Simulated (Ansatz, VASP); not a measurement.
One calculation of HPbNO4, two programs

```
H Pb N O
1.0
     5.02111    0.00000    0.00000
     0.00000    5.70698    0.00000
     0.00000    0.00000    7.38553
H Pb N O
2 2 2 8
Direct
  0.00000 0.50000 0.19317
  0.50000 0.00000 0.80683
  0.50000 0.50000 0.95257
  0.00000 0.00000 0.04743
  0.00000 0.00000 0.63654
  0.50000 0.50000 0.36346
  0.00000 0.50000 0.05860
  0.50000 0.00000 0.94140
  0.00000 0.19569 0.72995
  0.00000 0.80431 0.72995
  0.00000 0.00000 0.46750
  0.50000 0.69569 0.27005
  0.50000 0.30431 0.27005
  0.50000 0.50000 0.53250
```

Alike in both runs: task single point; functional PBE; k mesh 6 × 5 × 4; occupations fermi-dirac, width 0.05 eV; no spin polarisation.

|  | VASP | Ansatz |
| --- | --- | --- |
| version | VASP 6.6.1 | Ansatz 0.2.0 |
| potentials or method | VASP PAW PBE potentials, release 64 (H, Pb_d, N, O) | Ansatz PAW |
| plane-wave cutoff (eV) | 520 | 420 |
| valence electrons in the cell | 88 | 88 |

|  | VASP | Ansatz | Ansatz less VASP |
| --- | --- | --- | --- |
| gap on the k mesh at the Fermi level (eV) | 2.69 | 2.70 | +0.012 |
| least direct gap on the mesh (eV) | 2.88 | 2.89 | +0.010 |
| pressure (GPa) | -4.4 | -4.9 | -0.49 |
| traceless stress, the component that is largest in VASP (GPa) | 2.41 | 3.13 | +0.718 |
| rms of the force components (eV/Å) | 0.453 | 0.580 | +0.1275 |

Atom by atom the forces differ by 0.133 eV/Å (rms over components).

Neither program's run includes spin-orbit coupling. Noted on VASP's run: the standard files for N, O and F lose accuracy on very short bonds. Noted on Ansatz's run: odd divisions of the mesh miss points on the zone boundary, where band edges often lie, so the gap on the mesh can be too wide.
